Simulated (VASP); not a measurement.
CsH: elastic constants with LDA

CsH:

```
Cs H
1.0
     3.63860    0.00000    0.00000
     0.00000    3.63860    0.00000
     0.00000    0.00000    3.63860
Cs H
1 1
Direct
  0.00000 0.00000 0.00000
  0.50000 0.50000 0.50000
```

| Quantity | Value |
| --- | --- |
| Program | VASP 6.6.1 |
| Task | elastic constants |
| Functional | LDA |
| Potentials or basis | VASP PAW LDA potentials, release 64 (Cs_sv, H) |
| Cutoff | 600 eV |
| k mesh | 8 × 8 × 8 |
| Occupations | gaussian, width 0.01 eV |
| Spin | no spin polarisation |
| Dipole correction | no |
| Ions in elastic constants | relaxed |
| Further INCAR settings | ALGO = Normal; EDIFF = 1e-08; NBANDS = 12; IBRION = 6; POTIM = 0.015; NSW = 1; ISIF = 3 |

```
Elastic constants C11, C12, C44 : 53, 3, 11 GPa
Voigt bulk modulus              : 20 GPa
Highest phonon frequency at Γ   : 421 cm⁻¹
```

Phonon frequencies in cm⁻¹ (negative: imaginary):
| q point | frequencies |
| --- | --- |
| (0.000, 0.000, 0.000) | 0 0 0 421 421 421 |

Elastic tensor in Voigt notation (GPa, in the Cartesian axes of the cell as first typed):
```
53  3  3  0  0  0
 3 53  3  0  0  0
 3  3 53  0  0  0
 0  0  0 11  0  0
 0  0  0  0 11  0
 0  0  0  0  0 11
```

Clamped-ion elastic tensor (GPa):
```
53  3  3  0  0  0
 3 53  3  0  0  0
 3  3 53  0  0  0
 0  0  0 11  0  0
 0  0  0  0 11  0
 0  0  0  0  0 11
```

It took 11 min on 1 thread of Intel(R) Xeon(R) Platinum 8259CL CPU @ 2.50GHz (Skylake/Cascade Lake), on a shared host, peak memory 0.33 GiB.
